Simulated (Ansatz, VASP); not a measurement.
**Two plane-wave programs on Be2C**

File POSCAR:

```
Be2C
1.0
    0.0000000000      2.1604856287      2.1604856287
    2.1604856287      0.0000000000      2.1604856287
    2.1604856287      2.1604856287      0.0000000000
C Be
1 2
Direct
    0.0000000000      0.0000000000      0.0000000000
    0.2500000000      0.2500000000      0.2500000000
    0.7500000000      0.7500000000      0.7500000000
```

INCAR.step1

```
ALGO = Normal
EDIFF = 1E-5
ENCUT = 520
GGA = PE
GGA_COMPAT = F
ISIF = 2
ISMEAR = 0
LASPH = T
LCHARG = F
LREAL = F
LWAVE = T
NBANDS = 11
NELM = 120
PREC = Accurate
SIGMA = 0.01
```

File INCAR.step2:

```
AEXX = 0.25
ALGO = Normal
EDIFF = 1E-6
ENCUT = 520
GGA = PE
GGA_COMPAT = F
ISIF = 2
ISMEAR = 0
ISTART = 1
LASPH = T
LCHARG = F
LHFCALC = T
LREAL = F
LWAVE = F
NBANDS = 11
NELM = 120
PREC = Accurate
PRECFOCK = Normal
SIGMA = 0.01
```

The input KPOINTS:

```
k-points
0
Gamma
  8 8 8
```

Input for Ansatz:

```yaml
crystal:
  lattice:
    - [0.0, 2.1604856287, 2.1604856287]
    - [2.1604856287, 0.0, 2.1604856287]
    - [2.1604856287, 2.1604856287, 0.0]
  atoms:
    - { symbol: C, position: [0.0, 0.0, 0.0] }
    - { symbol: Be, position: [0.25, 0.25, 0.25] }
    - { symbol: Be, position: [0.75, 0.75, 0.75] }
kpoints:
  mp_grid: { grid: [8, 8, 8] }
  band_path:
    path:
      - [0.0, 0.0, 0.0]
      - [0.5, 0.0, 0.5]
      - [0.625, 0.25, 0.625]
      - [0.375, 0.375, 0.75]
      - [0.5, 0.5, 0.5]
      - [0.5, 0.25, 0.75]
    npoints: 1
hamiltonian:
  xc: pbe0
scf:
  occupations: { method: fixed }
  n_extra_bands: 4
output:
  forces: true
  stress: true
  eigenvalues: true
```

Alike in both runs: task single point; functional PBE0; k mesh 8 × 8 × 8; no spin polarisation.

|  | VASP | Ansatz |
| --- | --- | --- |
| version | VASP 6.6.1 | Ansatz 0.2.0 |
| potentials or method | VASP PAW PBE potentials, release 64 (C, Be) | plane waves, PAW |
| plane-wave cutoff (eV) | 520 | 420 |
| occupations | gaussian, width 0.01 eV | fixed |
| valence electrons in the cell | 8 | 8 |

```tsv
	VASP	Ansatz	Ansatz less VASP
gap on the k mesh at the Fermi level (eV)	2.60	2.60	0.000
pressure (GPa)	-1.9	-2.2	-0.32
```

Ansatz's warnings: stress exchange threshold loose, stress scf threshold loose.
